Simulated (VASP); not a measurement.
W, 1 atom in the cell. The structure is orthorhombic, space group Fmmm (No. 69). Conventional cell: a = 3.195 Å, b = 4.348 Å, c = 4.687 Å, α = 90.00°, β = 90.00°, γ = 90.00°. Within 3.6 Å of W (site symmetry mmm) lie 14 W at 2.70 to 3.20 Å.  This cell differs from its parent crystal: strain +0.0750 x Voigt [0, 0, 0, 0, 1, 0].

```yaml
Program: VASP 6.6.1
Task: single point
Functional: PBE
Potentials_or_basis: VASP PAW PBE potentials, release 64 (W_sv)
Cutoff: 500 eV
k_mesh: 20 × 20 × 20
Occupations: gaussian, width 0.15 eV
Spin: no spin polarisation
Dipole_correction: no
Further_INCAR_settings: ALGO = Normal; EDIFF = 1e-06; NBANDS = 13
```

Potentials or basis: VASP PAW PBE potentials, release 64 (W_sv).

Command:

```bash
$ cat potpaw_PBE.64/W_sv/POTCAR > POTCAR
$ mpirun -np 1 vasp_std > vasp.out
```

Hardware: 1 thread of Intel Xeon 8259CL (shared host).

Estimate the wall time of this run.

It took 4.6 min on 1 thread of Intel Xeon 8259CL, on a shared host, peak memory 0.32 GiB. Counts: scf iterations 11, k points 1166.
